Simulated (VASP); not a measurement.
NaF (Villiaumite), 2 atoms in the cell. Symmetry: Fm-3m, No. 225, cubic system. The conventional cell has a = 4.594 Å, b = 4.594 Å, c = 4.594 Å, α = 90.00°, β = 90.00°, γ = 90.00°. Na (site symmetry m-3m) has 6 F at 2.30 Å within 3.0 Å. F (site symmetry m-3m) has 6 Na at 2.30 Å within 3.0 Å. 

```yaml
Program: VASP 6.6.1
Task: single point
Functional: r2SCAN
Potentials_or_basis: VASP PAW PBE potentials, release 64 (Na_pv, F)
Cutoff: 520 eV
k_mesh: 10 × 10 × 10
Occupations: gaussian, width 0.01 eV
Spin: no spin polarisation
Dipole_correction: no
Further_INCAR_settings: ALGO = Normal; EDIFF = 1e-06; NBANDS = 14
```

Potentials or basis: VASP PAW PBE potentials, release 64 (Na_pv, F).

Command:

```bash
$ cat potpaw_PBE.64/Na_pv/POTCAR potpaw_PBE.64/F/POTCAR > POTCAR
$ cp INCAR.step1 INCAR
$ mpirun -np 1 vasp_std > vasp.out
$ cp INCAR.step2 INCAR
$ mpirun -np 1 vasp_std > vasp.out
```

Hardware: 1 thread of AMD EPYC 7R13, on a shared host.

Task: Estimate the wall time of this run.

Result: It took 120 s on 1 thread of AMD EPYC 7R13 (shared host), peak memory 0.11 GiB. Counts: k points 47.
